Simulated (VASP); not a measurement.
Here is a VASP 6.6.1 calculation.

Contents of INCAR:

```
PREC     = Accurate       # precision mode
ENCUT    = 500            # plane-wave cutoff, eV
EDIFF    = 1E-6           # SCF threshold, eV
ISMEAR   = 0              # smearing method
SIGMA    = 0.01           # smearing width, eV
LREAL    = F              # projectors in reciprocal space
LASPH    = T              # aspherical terms in the spheres
NELM     = 120            # most SCF steps
ALGO     = Normal         # electronic algorithm
ISIF     = 2              # what is computed and relaxed
LWAVE    = F              # write WAVECAR
LCHARG   = F              # write CHGCAR
GGA      = CA             # functional
NBANDS   = 11             # bands
GGA_COMPAT= F
```

File KPOINTS:

```
regular mesh
0
Gamma
  12 12 12
```

File POSCAR:

```
BP
1.0
    0.0000000000      2.1750191101      2.1750191101
    2.1750191101      0.0000000000      2.1750191101
    2.1750191101      2.1750191101      0.0000000000
B P
1 1
Direct
    0.0000000000      0.0000000000      0.0000000000
    0.7500000000      0.7500000000      0.7500000000
```

Potentials or basis: VASP PAW LDA potentials, release 64 (B, P).

Launch:

```bash
$ cat potpaw_LDA.64/B/POTCAR potpaw_LDA.64/P/POTCAR > POTCAR
$ mpirun -np 1 vasp_std > vasp.out
```

Q: What does it give for the pressure?

A: 19.8 GPa.

Q: Estimate the band gap on the k mesh.

A: 1.02 eV, indirect (least direct gap 3.61 eV).

A k mesh can miss the band edges. LDA gaps usually lie below the measured ones, often by a third to a half.
